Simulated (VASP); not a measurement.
**Bi: single point with PBEsol**

Crystal: Bi.

```xyz
2
Lattice="4.5367 0.0000 0.0000 -2.2684 3.9289 0.0000 0.0000 0.0000 5.1998" Properties=species:S:1:pos:R:3 pbc="T T T"
Bi    0.0000    2.6193    1.3000
Bi    2.2684    1.3096    3.8999
```

This isn't the form of Bi at room conditions, which is rhombohedral.

* Program: VASP 6.6.1
* Task: single point
* Functional: PBEsol
* Potentials or basis: VASP PAW PBE potentials, release 64 (Bi_d)
* Cutoff: 520 eV
* k mesh: 9 × 9 × 8
* Occupations: gaussian, width 0.05 eV
* Spin: no spin polarisation
* Dipole correction: no
* k mesh for the DOS: 14 × 14 × 12
* Occupations for the DOS: tetrahedron
* Further INCAR settings: ALGO = Fast; EDIFF = 1e-06; NBANDS = 22

* Valence electrons inside the program's atomic spheres: Bi 12.61

Levels at points of the mesh, in eV from the Fermi level:
```tsv
k point	band 11	band 12	band 13	band 14	band 15	band 16	band 17	band 18	band 19	band 20
(0.00, 0.00, 0.00)	-11.55	-9.06	-2.43	0.10	0.10	2.03	2.03	3.78	4.08	4.65
(0.50, 0.00, 0.00)	-10.57	-9.77	-2.18	-1.09	-0.84	-0.12	0.75	2.64	4.03	7.00
(0.00, 0.00, 0.50)	-10.54	-10.54	-0.07	-0.07	1.07	1.07	1.07	1.07	6.50	6.50
(0.50, 0.00, 0.50)	-10.09	-10.09	-2.97	-2.97	0.29	0.29	1.88	1.88	6.52	6.52
```

It took 8.2 min on 1 thread of Intel Xeon 8259CL, with other jobs on the host, peak memory 0.41 GiB.

Caveat: spin-orbit coupling is left out, which moves the levels of the heavy elements.
